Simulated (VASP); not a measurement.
A run of VASP 6.6.1 is set up as follows.

The input INCAR:

```
ALGO     = Normal         # electronic algorithm
EDIFF    = 1E-6           # SCF threshold, eV
ENCUT    = 520            # plane-wave cutoff, eV
GGA      = PS             # functional
ISIF     = 2              # what is computed and relaxed
ISMEAR   = 0              # smearing method
LASPH    = True           # aspherical terms in the spheres
LCHARG   = False          # write CHGCAR
LREAL    = False          # projectors in reciprocal space
LWAVE    = False          # write WAVECAR
NBANDS   = 16             # bands
NELM     = 100            # most SCF steps
PREC     = Accurate       # precision mode
SIGMA    = 0.15           # smearing width, eV
```

File KPOINTS:

```
k-points
0
Gamma
  16 16 16
```

File POSCAR:

```
ZrS
1.0
    0.0000000000      2.6643750000      2.6643750000
    2.6643750000      0.0000000000      2.6643750000
    2.6643750000      2.6643750000      0.0000000000
Zr S
1 1
Direct
    0.0000000000      0.0000000000      0.0000000000
    0.5000000000      0.5000000000      0.5000000000
```

Potentials or basis: VASP PAW PBE potentials, release 64 (Zr_sv, S).

The run is started by

```bash
$ cat potpaw_PBE.64/Zr_sv/POTCAR potpaw_PBE.64/S/POTCAR > POTCAR
$ mpirun -np 1 vasp_std > vasp.out
```

(1) Predict the band gap on the k mesh.

(2) Estimate the pressure.

Results:

(1) zero (bands 9 and 10 overlap by 2.63 eV).

(2) -11.0 GPa.

Caveat: the cell differs from its parent crystal (strain +0.015 along x and y, +0.015 along z); the cell stands under tension; the PAW data sets were made with another functional, which shifts forces and pressure a little.
